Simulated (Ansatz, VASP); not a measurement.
**Two plane-wave programs on Sc2GaSbAs2**

File INCAR:

```
PREC     = Accurate       # precision mode
ENCUT    = 520            # plane-wave cutoff, eV
EDIFF    = 1E-6           # SCF threshold, eV
ISMEAR   = 0              # smearing method
SIGMA    = 0.1            # smearing width, eV
LREAL    = False          # projectors in reciprocal space
LASPH    = True           # aspherical terms in the spheres
NELM     = 80             # most SCF steps
ALGO     = Normal         # electronic algorithm
ISIF     = 2              # what is computed and relaxed
LWAVE    = False          # write WAVECAR
LCHARG   = False          # write CHGCAR
GGA      = PE             # functional
NBANDS   = 34             # bands
```

File KPOINTS:

```
regular mesh
0
Gamma
  6 6 2
```

Contents of POSCAR:

```
Sc2GaSbAs2
1.0
    4.3499687000      0.0000000000      0.0000000000
   -2.1749843500      3.7671834000      0.0000000000
    0.0000000000      0.0000000000      8.7403852500
Sc Ga Sb As
2 1 1 2
Direct
    0.0000000000      0.0000000000      0.2661293600
    0.0000000000      0.0000000000      0.7338706400
    0.0000000000      0.0000000000      0.0000000000
    0.0000000000      0.0000000000      0.5000000000
    0.3333333300      0.6666666700      0.5000000000
    0.6666666700      0.3333333300      0.5000000000
```

Input for Ansatz:

```yaml
crystal:
  lattice:
    - [4.3499687, 0.0, 0.0]
    - [-2.17498435, 3.7671834, 0.0]
    - [0.0, 0.0, 8.74038525]
  atoms:
    - { symbol: Sc, position: [0.0, 0.0, 0.26612936] }
    - { symbol: Sc, position: [0.0, 0.0, 0.73387064] }
    - { symbol: Ga, position: [0.0, 0.0, 0.0] }
    - { symbol: Sb, position: [0.0, 0.0, 0.5] }
    - { symbol: As, position: [0.33333333, 0.66666667, 0.5] }
    - { symbol: As, position: [0.66666667, 0.33333333, 0.5] }
basis:
  ecutwfc: 420
kpoints:
  mp_grid: { grid: [6, 6, 2] }
hamiltonian:
  xc: pbe
scf:
  occupations: { method: gaussian, width: 0.1 }
  lower_state_search: "off"
output:
  forces: true
  stress: true
  eigenvalues: true
```

Alike in both runs: task single point; functional PBE; k mesh 6 × 6 × 2; occupations gaussian, width 0.1 eV; no spin polarisation.

```csv
,VASP,Ansatz
version,VASP 6.6.1,Ansatz 0.2.0
potentials or method,"VASP PAW PBE potentials, release 64 (Sc_sv, Ga_d, Sb, As), cutoff 520 eV","scalar-relativistic, plane waves, PAW"
valence electrons in the cell,50,80
```

Ansatz gave:

* gap on the k mesh at the Fermi level (eV): none
* rms of the force components (eV/Å): 4.795

Question: Which values does VASP return?

Answer: gap on the k mesh at the Fermi level (eV): none; rms of the force components (eV/Å): 4.842.

Atom by atom the forces differ by 0.047 eV/Å (rms over components). A gap of «none» marks a metal or a gap that the smearing closes. VASP's potentials hold 50 valence electrons a cell and Ansatz's 80, so a difference there can come from the potentials and not from the codes.

Spin-orbit coupling is off throughout.
